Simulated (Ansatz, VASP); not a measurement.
# Zn in VASP and in Ansatz

```
CELL_PARAMETERS angstrom
2.66000 0.00000 0.00000
-1.33000 2.30363 0.00000
0.00000 0.00000 4.93696
ATOMIC_POSITIONS crystal
Zn 0.33333 0.66667 0.75000
Zn 0.66667 0.33333 0.25000
```

Alike in both runs: task relaxation of cell and atoms; functional PBE; k mesh 8 × 8 × 4; occupations gaussian, width 0.05 eV; no spin polarisation.

```csv
,VASP,Ansatz
version,VASP 6.6.1,Ansatz 0.2.0
potentials or method,"VASP PAW PBE potentials, release 64 (Zn), cutoff 600 eV","scalar-relativistic, plane waves, PAW"
valence electrons in the cell,24,24
```

VASP gave:

- gap on the k mesh at the Fermi level, each at its own relaxed structure (eV): none
- relaxed volume (Å³/atom): 14.92
- relaxed cell length with the largest relative difference (Å): 2.749

Task: Which values does Ansatz return?

Result: gap on the k mesh at the Fermi level, each at its own relaxed structure (eV): none; relaxed volume (Å³/atom): 14.84; relaxed cell length with the largest relative difference (Å): 2.742.

A gap of «none» marks a metal or a gap that the smearing closes.
